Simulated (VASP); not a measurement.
# HfC (NiAs type) (P6_3/mmc) in VASP: further runs, part 2 of 2

VASP 6.6.1. The steps go on from the part before.

## (4) Single point, PBE (9.59 Å³/atom)

This run uses another cell than the first one, of 9.59 Å³/atom.

The input, INCAR:

```
SYSTEM = HfC
PREC     = Accurate       ! precision mode
ENCUT    = 520            ! plane-wave cutoff, eV
EDIFF    = 1E-6           ! SCF threshold, eV
ISMEAR   = -1             ! smearing method
SIGMA    = 0.05           ! smearing width, eV
LREAL    = .FALSE.        ! projectors in reciprocal space
LASPH    = .TRUE.         ! aspherical terms in the spheres
NELM     = 80             ! most SCF steps
ALGO     = Normal         ! electronic algorithm
ISIF     = 2              ! what is computed and relaxed
LWAVE    = .FALSE.        ! write WAVECAR
LCHARG   = .FALSE.        ! write CHGCAR
GGA      = PE             ! functional
NBANDS   = 22             ! bands
```

The input, KPOINTS:

```
Automatic mesh
0
G
  10 10 6
  0 0 0
```

The input, POSCAR:

```
HfC
1.0
    2.8970965407      0.0000000000      0.0000000000
   -1.4485482703      2.5089592014      0.0000000000
    0.0000000000      0.0000000000      5.2773025480
Hf C
2 2
Direct
    0.0000000000      0.0000000000      0.0000000000
    0.0000000000      0.0000000000      0.5000000000
    0.3333333333      0.6666666667      0.2500000000
    0.6666666667      0.3333333333      0.7500000000
```

Potentials or basis: VASP PAW PBE potentials, release 64 (Hf_pv, C).

Command:

```
cat potpaw_PBE.64/Hf_pv/POTCAR potpaw_PBE.64/C/POTCAR > POTCAR
mpirun -np 1 vasp_std > vasp.out
```

OUTCAR:

```text
SYSTEM = HfC
   PREC = Accurate
   ENCUT = 520
   EDIFF = 1E-6
   ISMEAR = -1
   LREAL = .FALSE.
   LASPH = .TRUE.
   NELM = 80
   ISIF = 2
   GGA = PE

 ion  position               nearest neighbor table
   1  0.000  0.000  0.000-   3 2.13   4 2.13   3 2.13   4 2.13   4 2.13   3 2.13   2 2.64   2 2.64

   2  0.000  0.000  0.500-   3 2.13   4 2.13   3 2.13   4 2.13   4 2.13   3 2.13   1 2.64   1 2.64

   3  0.333  0.667  0.250-   1 2.13   2 2.13   1 2.13   2 2.13   1 2.13   2 2.13
   4  0.667  0.333  0.750-   1 2.13   2 2.13   1 2.13   2 2.13   1 2.13   2 2.13

  LATTYP: Found a hexagonal cell.
 ALAT       =     2.8970965407
 C/A-ratio  =     1.8215832555

  Lattice vectors:

 A1 = (   2.8970965407,   0.0000000000,   0.0000000000)
 A2 = (  -1.4485482703,   2.5089592014,   0.0000000000)
 A3 = (   0.0000000000,   0.0000000000,   5.2773025480)

Analysis of symmetry for initial positions (statically):
=====================================================================
 Subroutine PRICEL returns:
 Original cell was already a primitive cell.

 Routine SETGRP: Setting up the symmetry group for a
 hexagonal supercell.

 Subroutine GETGRP returns: Found 24 space group operations
 (whereof 12 operations were pure point group operations)
 out of a pool of 24 trial point group operations.

The static configuration has the point symmetry D_3d.
 The point group associated with its full space group is D_6h.

Analysis of symmetry for dynamics (positions and initial velocities):
=====================================================================
 Subroutine PRICEL returns:
 Original cell was already a primitive cell.

 Routine SETGRP: Setting up the symmetry group for a
 hexagonal supercell.

 Subroutine GETGRP returns: Found 24 space group operations
 (whereof 12 operations were pure point group operations)
 out of a pool of 24 trial point group operations.

The dynamic configuration has the point symmetry D_3d.
 The point group associated with its full space group is D_6h.

 Subroutine INISYM returns: Found 24 space group operations
 (whereof 12 operations are pure point group operations),
 and found     1 'primitive' translations

----------------------------------------------------------------------------------------

                                     Primitive cell

  volume of cell :      38.3591

  direct lattice vectors                    reciprocal lattice vectors
     2.897096541  0.000000000  0.000000000     0.345173171  0.199285823  0.000000000
    -1.448548270  2.508959201  0.000000000     0.000000000  0.398571647  0.000000000
     0.000000000  0.000000000  5.277302548     0.000000000  0.000000000  0.189490747

  length of vectors
     2.897096541  2.897096541  5.277302548     0.398571647  0.398571647  0.189490747

  position of ions in fractional coordinates (direct lattice)
     0.000000000  0.000000000  0.000000000
     0.000000000  0.000000000  0.500000000
     0.333333333  0.666666667  0.250000000
     0.666666667  0.333333333  0.750000000

  ion indices of the primitive-cell ions
   primitive index   ion index
                 1           1
                 2           2
                 3           3
                 4           4

[... 20 lines left out ...]

 Subroutine IBZKPT returns following result:
 ===========================================

 Found     56 irreducible k-points:

 Following reciprocal coordinates:
            Coordinates               Weight
  0.000000  0.000000  0.000000      1.000000
  0.100000  0.000000  0.000000      6.000000
  0.200000  0.000000  0.000000      6.000000
  0.300000  0.000000  0.000000      6.000000
  0.400000  0.000000  0.000000      6.000000
  0.500000  0.000000  0.000000      3.000000
[... 16 lines left out ...]
  0.300000  0.100000  0.166667     24.000000
  0.400000  0.100000  0.166667     24.000000
 [... further k-points ...]
   k-points           NKPTS =     56   k-points in BZ     NKDIM =     56   number of bands    NBANDS=     22
   number of dos      NEDOS =    301   number of ions     NIONS =      4
   total plane-waves  NPLWV =  23040
   dimension x,y,z NGX =    24 NGY =   24 NGZ =   40
   dimension x,y,z NGXF=    48 NGYF=   48 NGZF=   80
   ions per type =               2   2
   NGX,Y,Z   is equivalent  to a cutoff of  13.77, 13.77, 12.60 a.u.
   NGXF,Y,Z  is equivalent  to a cutoff of  27.54, 27.54, 25.20 a.u.
 SYSTEM =  HfC
   PREC   = accura    normal or accurate (medium, high low for compatibility)
   ISTART =      0    job   : 0-new  1-cont  2-samecut
   ICHARG =      2    charge: 1-file 2-atom 10-const
   ISPIN  =      1    spin polarized calculation?
   LNONCOLLINEAR =      F non collinear calculations
   LSORBIT =      F    spin-orbit coupling
   LASPH  =      T    aspherical Exc in radial PAW
   ENCUT  =  520.0 eV  38.22 Ry    6.18 a.u.   5.39  5.39  9.81*2*pi/ulx,y,z
   NELM   =     80;   NELMIN=  2; NELMDL= -5     # of ELM steps
   EDIFF  = 0.1E-05   stopping-criterion for ELM
   LREAL  =      F    real-space projection
   EDIFFG = 0.1E-04   stopping-criterion for IOM
   NSW    =      0    number of steps for IOM
   IBRION =     -1    ionic relax: 0-MD 1-quasi-New 2-CG
   NFREE  =      0    steps in history (QN), initial steepest desc. (CG)
   ISIF   =      2    stress and relaxation
   ISYM   =      2    0-nonsym 1-usesym 2-fastsym
   POTIM  = 0.5000    time-step for ionic-motion
   TEBEG  =    0.0;   TEEND  =   0.0 temperature during run
   PSTRESS=    0.0 pullay stress
   NELECT =      28.0000    total number of electrons
   NUPDOWN=      -1.0000    fix difference up-down
   EMIN   =  10.00;   EMAX   =-10.00  energy-range for DOS
   EFERMI =   0.00;   METHOD = LEGACY
   ISMEAR =    -1;   SIGMA  =   0.05  broadening in eV -4-tet -1-fermi 0-gaus
   EFERMI_NEDOS =   21; number of points for ismear=-14 and -15
   IALGO  =     38    algorithm
   IMIX   =      4    mixing-type and parameters
     AMIX     =   0.40;   BMIX     =  1.00
     AMIX_MAG =   1.60;   BMIX_MAG =  1.00
  volume/ion in A,a.u.               =       9.59        64.72
  Fermi-wavevector in a.u.,A,eV,Ry     =   1.474024  2.785502 29.562028  2.172748
  Thomas-Fermi vector in A             =   2.588846
   LORBIT       =      0    0 simple, 1 ext, 2 COOP (PROOUT), +10 PAW based schemes
   GGA     = PE    functional components
   LHFCALC =     F    Hartree Fock is set to
   AEXX    =    0.0000 exact exchange contribution
   IVDW    =     0    specifies the selected vdW correction
   LEPSILON=     F    determine dielectric tensor
   LRPA    =     F    only Hartree local field effects (RPA)
 non-spin polarized calculation
  energy-cutoff  :      520.00
  volume of cell :       38.36
 maximum number of plane-waves:      1063
 NGX is ok and might be reduce to    24
   NGX = 11   NGY = 11   NGZ = 19

 number of electron      27.9999999 magnetization

 Free energy of the ion-electron system (eV)
  ---------------------------------------------------
  ext. energy  EPLUGINS =         0.00000000
  ---------------------------------------------------
  free energy    TOTEN  =       -35.39889044 eV

  energy without entropy =      -35.38859158  energy(sigma->0) =      -35.39374101

 E-fermi :   8.2381     XC(G=0): -13.6380

 val. band max:        8.2250077030   @ k =   0.2000   0.0000   0.0000
 cond. band min:       8.2499054528   @ k =   0.4000   0.0000   0.3333
 fundamental gap:      0.0248977498
 Fermi energy:         8.2381290527

 k-point     1 :       0.0000    0.0000    0.0000
  band No.  band energies     occupation
      1     -22.3857      2.00000
      2     -20.2434      2.00000
      3     -20.2434      2.00000
      4     -19.9643      2.00000
      5     -19.9643      2.00000
      6     -19.8571      2.00000
[... 589 lines left out ...]
     21      18.4915      0.00000
     22      19.2135      0.00000

 [... further k-points ...]

------------------------ aborting loop because EDIFF is reached ----------------------------------------

  FORCE on cell =-STRESS in cart. coord.  units (eV):
  Direction    XX          YY          ZZ          XY          YZ          ZX
  --------------------------------------------------------------------------------------
  -------------------------------------------------------------------------------------
  Total       30.8414237     30.8414237     30.4309167      0.0000000      0.0000000      0.0000000
  in kB     1288.1796673   1288.1796673   1271.0336764      0.0000000      0.0000000      0.0000000
  external PRESSURE =    1282.4643370 kB  Pullay stress =       0.0000000 kB

 VOLUME and BASIS-vectors are now :
 -----------------------------------------------------------------------------
  energy-cutoff  :      520.00
  volume of cell :       38.36
      direct lattice vectors                 reciprocal lattice vectors
     2.897096541  0.000000000  0.000000000     0.345173171  0.199285823  0.000000000
    -1.448548270  2.508959201  0.000000000     0.000000000  0.398571647  0.000000000
     0.000000000  0.000000000  5.277302548     0.000000000  0.000000000  0.189490747

 POSITION                                       TOTAL-FORCE (eV/Angst)
 -----------------------------------------------------------------------------------
      0.00000      0.00000      0.00000        -0.000000      0.000000      0.000000
      0.00000      0.00000      2.63865        -0.000000      0.000000      0.000000
     -0.00000      1.67264      1.31933        -0.000000     -0.000000      0.000000
      1.44855      0.83632      3.95798         0.000000      0.000000     -0.000000
 -----------------------------------------------------------------------------------
    total drift:                               -0.000000      0.000000      0.000000

  FREE ENERGIE OF THE ION-ELECTRON SYSTEM (eV)
  ---------------------------------------------------
  free  energy   TOTEN  =       -35.3988904362 eV

  energy  without entropy=      -35.3885915835  energy(sigma->0) =      -35.39374101
```

It took 31 s on 1 thread of Intel Xeon Platinum 8488C (Sapphire Rapids), shared host; peak memory 0.18 GiB.

What came out:

- Free energy: -35.3989 eV
- Pressure: 128.2 GPa
- Band gap on the k mesh: zero (bands 14 and 15 overlap by 2.12 eV)

Caveat: the cell stands under pressure; spin-orbit coupling is left out, which moves the levels of the heavy elements.
